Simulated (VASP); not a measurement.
# NaI (I4mm) in VASP: further runs

The runs below take NaI through single point, with r2SCAN.

Program: VASP 6.6.1. These are calculated values, not measurements. Logs are shortened: lines on timing, memory, paths and dates and some standing lists are left out, and cuts for length are marked.

## Step 1: The cell of the first run

It takes space group I4mm (No. 107, tetragonal). Conventional cell: a = 4.577 Å, b = 4.577 Å, c = 6.473 Å, α = 90.00°, β = 90.00°, γ = 90.00°. Within 3.9 Å of Na (site symmetry 4mm) lie 6 I at 2.99 to 3.49 Å. Within 3.9 Å of I (site symmetry 4mm) lie 6 Na at 2.99 to 3.49 Å.

## Step 2: Single point, r2SCAN (all I atoms moved -0.250 Å, as atom 2 along Cartesian [0 1 0])

POSCAR reads:

```
NaI
1.0
    0.0000000000      3.2364000000      3.2364000000
    3.2364000000      0.0000000000      3.2364000000
    3.2364000000      3.2364000000      0.0000000000
Na I
1 1
Direct
    0.0000000000      0.0000000000      0.0000000000
    0.4613768385      0.5386231615      0.4613768385
```

INCAR.step1 reads:

```
SYSTEM = NaI
PREC = Accurate
ENCUT = 520
ISMEAR = 0
SIGMA = 0.05
LREAL = .FALSE.
LASPH = .TRUE.
NELM = 60
NBANDS = 14
GGA = PE
ALGO = Normal
EDIFF = 1E-4
LWAVE = .TRUE.
LCHARG = .FALSE.
```

INCAR.step2 reads:

```
SYSTEM = NaI
PREC = Accurate
ENCUT = 520
EDIFF = 1E-6
ISMEAR = 0
SIGMA = 0.05
LREAL = .FALSE.
LASPH = .TRUE.
NELM = 60
ALGO = Normal
ISIF = 2
LWAVE = .FALSE.
LCHARG = .FALSE.
METAGGA = R2SCAN
LMIXTAU = .TRUE.
NBANDS = 14
ISTART = 1
```

KPOINTS reads:

```
Automatic mesh
0
G
  6 6 6
  0 0 0
```

Potentials or basis: VASP PAW PBE potentials, release 64 (Na_pv, I).

Started as:

```console
cat potpaw_PBE.64/Na_pv/POTCAR potpaw_PBE.64/I/POTCAR > POTCAR
cp INCAR.step1 INCAR
mpirun -np 1 vasp_std > vasp.out
cp INCAR.step2 INCAR
mpirun -np 1 vasp_std > vasp.out
```

OUTCAR:

```text
SYSTEM = NaI
   PREC = Accurate
   ENCUT = 520
   EDIFF = 1E-6
   ISMEAR = 0
   LREAL = .FALSE.
   LASPH = .TRUE.
   NELM = 60
   ISIF = 2
   METAGGA = R2SCAN
   ISTART = 1

 ion  position               nearest neighbor table
   1  0.000  0.000  0.000-   2 2.99
   2  0.461  0.539  0.461-   1 2.99

  LATTYP: Found a face centered cubic cell.
 ALAT       =     6.4728000000

  Lattice vectors:

 A1 = (   0.0000000000,   3.2364000000,   3.2364000000)
 A2 = (   3.2364000000,   0.0000000000,   3.2364000000)
 A3 = (   3.2364000000,   3.2364000000,   0.0000000000)

Analysis of symmetry for initial positions (statically):
=====================================================================
 Subroutine PRICEL returns:
 Original cell was already a primitive cell.

 Routine SETGRP: Setting up the symmetry group for a
 face centered cubic supercell.

 Subroutine GETGRP returns: Found  8 space group operations
 (whereof  8 operations were pure point group operations)
 out of a pool of 48 trial point group operations.

The static configuration has the point symmetry C_4v.

Analysis of symmetry for dynamics (positions and initial velocities):
=====================================================================
 Subroutine PRICEL returns:
 Original cell was already a primitive cell.

 Routine SETGRP: Setting up the symmetry group for a
 face centered cubic supercell.

 Subroutine GETGRP returns: Found  8 space group operations
 (whereof  8 operations were pure point group operations)
 out of a pool of 48 trial point group operations.

The dynamic configuration has the point symmetry C_4v.

 Subroutine INISYM returns: Found  8 space group operations
 (whereof  8 operations are pure point group operations),
 and found     1 'primitive' translations

----------------------------------------------------------------------------------------

                                     Primitive cell

  volume of cell :      67.7980

  direct lattice vectors                    reciprocal lattice vectors
     0.000000000  3.236400000  3.236400000    -0.154492646  0.154492646  0.154492646
     3.236400000  0.000000000  3.236400000     0.154492646 -0.154492646  0.154492646
     3.236400000  3.236400000  0.000000000     0.154492646  0.154492646 -0.154492646

  length of vectors
     4.576960773  4.576960773  4.576960773     0.267589113  0.267589113  0.267589113

  position of ions in fractional coordinates (direct lattice)
     0.000000000  0.000000000  0.000000000
     0.461376839  0.538623161  0.461376839

  ion indices of the primitive-cell ions
   primitive index   ion index
[... 87 lines left out ...]
   EMIN   =  10.00;   EMAX   =-10.00  energy-range for DOS
   EFERMI =   0.00;   METHOD = LEGACY
   ISMEAR =     0;   SIGMA  =   0.05  broadening in eV -4-tet -1-fermi 0-gaus
   EFERMI_NEDOS =   21; number of points for ismear=-14 and -15
   IALGO  =     38    algorithm
   IMIX   =      4    mixing-type and parameters
     AMIX     =   0.40;   BMIX     =  1.00
     AMIX_MAG =   1.60;   BMIX_MAG =  1.00
  volume/ion in A,a.u.               =      33.90       228.76
  Fermi-wavevector in a.u.,A,eV,Ry     =   0.967636  1.828567 12.739397  0.936319
  Thomas-Fermi vector in A             =   2.097538
   LORBIT       =      0    0 simple, 1 ext, 2 COOP (PROOUT), +10 PAW based schemes
   METAGGA = R2SCAN    functional components
   LHFCALC =     F    Hartree Fock is set to
   AEXX    =    0.0000 exact exchange contribution
   IVDW    =     0    specifies the selected vdW correction
   LEPSILON=     F    determine dielectric tensor
   LRPA    =     F    only Hartree local field effects (RPA)
 non-spin polarized calculation
 Gauss-broadening in eV      SIGMA  =   0.05
  energy-cutoff  :      520.00
  volume of cell :       67.80
 maximum number of plane-waves:      1853
 NGX is ok and might be reduce to    36
   NGX = 17   NGY = 17   NGZ = 17

 number of electron      13.9999993 magnetization

 Free energy of the ion-electron system (eV)
  ---------------------------------------------------
  ext. energy  EPLUGINS =         0.00000000
  ---------------------------------------------------
  free energy    TOTEN  =       -31.05285955 eV

  energy without entropy =      -31.05285955  energy(sigma->0) =      -31.05285955

 E-fermi :   0.7830     XC(G=0):  -8.0603

 val. band max:        0.4747775079   @ k =   0.0000   0.0000   0.0000
 cond. band min:       4.9196040410   @ k =   0.0000   0.0000   0.0000
 fundamental gap:      4.4448265331
 Fermi energy:         0.7830453932

 k-point     1 :       0.0000    0.0000    0.0000
  band No.  band energies     occupation
      1     -22.7592      2.00000
      2     -22.7560      2.00000
      3     -22.7558      2.00000
      4     -10.8731      2.00000
      5       0.4529      2.00000
      6       0.4748      2.00000
      7       0.4748      2.00000
      8       4.9196      0.00000
      9       8.9538      0.00000
     10       8.9538      0.00000
     11       8.9789      0.00000
     12      10.8161      0.00000
     13      10.8882      0.00000
     14      11.5579      0.00000
[... 377 lines left out ...]
      1     -22.7612      2.00000
      2     -22.7593      2.00000
      3     -22.7566      2.00000
      4     -10.5281      2.00000
      5      -1.2033      2.00000
      6      -0.4608      2.00000
      7      -0.0402      2.00000
      8       7.1622      0.00000
      9       7.7274      0.00000
     10       8.1432      0.00000
     11      10.2532      0.00000
     12      11.2980      0.00000
     13      13.4939      0.00000
     14      14.1607      0.00000

 [... further k-points ...]

------------------------ aborting loop because EDIFF is reached ----------------------------------------

  FORCE on cell =-STRESS in cart. coord.  units (eV):
  Direction    XX          YY          ZZ          XY          YZ          ZX
  --------------------------------------------------------------------------------------
  -------------------------------------------------------------------------------------
  Total       -0.1060760      0.4264643     -0.1060760     -0.0000000      0.0000000      0.0000000
  in kB       -2.5067499     10.0780539     -2.5067499     -0.0000000      0.0000000      0.0000000
  external PRESSURE =       1.6881847 kB  Pullay stress =       0.0000000 kB

 VOLUME and BASIS-vectors are now :
 -----------------------------------------------------------------------------
  energy-cutoff  :      520.00
  volume of cell :       67.80
      direct lattice vectors                 reciprocal lattice vectors
     0.000000000  3.236400000  3.236400000    -0.154492646  0.154492646  0.154492646
     3.236400000  0.000000000  3.236400000     0.154492646 -0.154492646  0.154492646
     3.236400000  3.236400000  0.000000000     0.154492646  0.154492646 -0.154492646

 POSITION                                       TOTAL-FORCE (eV/Angst)
 -----------------------------------------------------------------------------------
      0.00000      0.00000      0.00000         0.000000     -0.290565      0.000000
      3.23640      2.98640      3.23640         0.000000      0.290565      0.000000
 -----------------------------------------------------------------------------------
    total drift:                               -0.000012      0.003988     -0.000012

  FREE ENERGIE OF THE ION-ELECTRON SYSTEM (eV)
  ---------------------------------------------------
  free  energy   TOTEN  =       -31.0528595483 eV

  energy  without entropy=      -31.0528595483  energy(sigma->0) =      -31.05285955
```

OSZICAR.step1:

```text
N       E                     dE             d eps       ncg     rms          rms(c)
DAV:   1     0.847270658665E+02    0.84727E+02   -0.66168E+03   840   0.889E+02
DAV:   2     0.132701908099E+01   -0.83400E+02   -0.78216E+02   888   0.223E+02
DAV:   3    -0.526649570353E+01   -0.65935E+01   -0.65561E+01  1074   0.609E+01
DAV:   4    -0.542038600094E+01   -0.15389E+00   -0.15386E+00  1090   0.968E+00
DAV:   5    -0.542427607176E+01   -0.38901E-02   -0.38900E-02  1134   0.149E+00    0.165E+00
DAV:   6    -0.536045512065E+01    0.63821E-01   -0.73492E-02  1038   0.156E+00    0.111E+00
DAV:   7    -0.535130863040E+01    0.91465E-02   -0.68346E-02  1044   0.134E+00    0.620E-01
DAV:   8    -0.535350938590E+01   -0.22008E-02   -0.55000E-03   972   0.575E-01    0.179E-01
DAV:   9    -0.535346701707E+01    0.42369E-04   -0.21472E-04  1050   0.128E-01
   1 F= -.53534670E+01 E0= -.53534670E+01  d E =-.468600E-19
```

It took 3.1 min on 1 thread of Intel Xeon 8259CL, shared host; peak memory 0.22 GiB.

Results:

| Quantity | Value |
| --- | --- |
| Free energy | -31.0529 eV |
| Pressure | 0.2 GPa |
| Largest force | 0.291 eV/Å |
| Band gap on the k mesh | 4.44 eV |

Forces on the atoms (eV/Å):
```
Na   0.000 -0.291  0.000
I    0.000  0.291  0.000
```

Caveat: the cell differs from its parent crystal (all I atoms moved -0.250 Å, as atom 2 along Cartesian [0 1 0]); the PAW data sets were made with another functional, which shifts forces and pressure a little; spin-orbit coupling is left out, which moves the levels of the heavy elements.

## Step 3: Single point, r2SCAN (all I atoms moved +0.125 Å, as atom 2 along Cartesian [0 1 0])

POSCAR, as its differences from that of step 2:

```diff
@@ -9,2 +9,2 @@
     0.0000000000      0.0000000000      0.0000000000
-    0.4613768385      0.5386231615      0.4613768385
+    0.5193115808      0.4806884192      0.5193115808
```

INCAR.step1 reads:

```
PREC = Accurate
ENCUT = 520
ISMEAR = 0
SIGMA = 0.05
LREAL = F
LASPH = T
NELM = 60
NBANDS = 14
GGA = PE
ALGO = Normal
EDIFF = 1E-4
LWAVE = T
LCHARG = F
```

INCAR.step2 reads:

```
PREC = Accurate
ENCUT = 520
EDIFF = 1E-6
ISMEAR = 0
SIGMA = 0.05
LREAL = F
LASPH = T
NELM = 60
ALGO = Normal
ISIF = 2
LWAVE = F
LCHARG = T
METAGGA = R2SCAN
LMIXTAU = T
LELF = T
LVHAR = T
NBANDS = 14
ISTART = 1
```

KPOINTS reads:

```
regular mesh
0
Gamma
  6 6 6
```

Potentials or basis: VASP PAW PBE potentials, release 64 (Na_pv, I).

Started as:

```console
cat potpaw_PBE.64/Na_pv/POTCAR potpaw_PBE.64/I/POTCAR > POTCAR
cp INCAR.step1 INCAR
mpirun -np 1 vasp_std > vasp.out
cp INCAR.step2 INCAR
mpirun -np 1 vasp_std > vasp.out
```

It took 3.3 min on 1 thread of Intel Xeon 8259CL, shared host; peak memory 0.22 GiB.

The run converged. Its results:

```yaml
Free_energy: -31.0779 eV
Pressure: -0.1 GPa
Largest_force: 0.124 eV/Å
Band_gap_on_the_k_mesh: 4.44 eV
```

Forces in eV/Å, atoms in the order of the input:
```
Na   0.000  0.124  0.000
I    0.000 -0.124  0.000
```

Stress tensor (GPa, compression positive):
```
-0.20  0.00  0.00
 0.00  0.11  0.00
 0.00  0.00 -0.20
```

Levels at points of the mesh, in eV from the valence-band top:
```tsv
k point	band 3	band 4	band 5	band 6	band 7	band 8	band 9	band 10	band 11	band 12
(0.00, 0.00, 0.00)	-23.25	-11.35	-0.01	0.00	0.00	4.44	8.48	8.48	8.48	10.33
(0.50, 0.00, 0.00)	-23.25	-11.01	-2.18	-0.30	-0.30	5.69	8.07	8.08	9.77	11.06
(0.50, 0.50, 0.00)	-23.25	-10.93	-1.93	-0.76	-0.76	5.23	6.02	10.73	12.15	12.30
(0.50, 0.00, 0.50)	-23.25	-10.93	-1.94	-0.76	-0.76	5.23	6.02	10.72	12.18	12.30
```

Caveat: the cell differs from its parent crystal (all I atoms moved +0.125 Å, as atom 2 along Cartesian [0 1 0]); the PAW data sets were made with another functional, which shifts forces and pressure a little; spin-orbit coupling is left out, which moves the levels of the heavy elements.
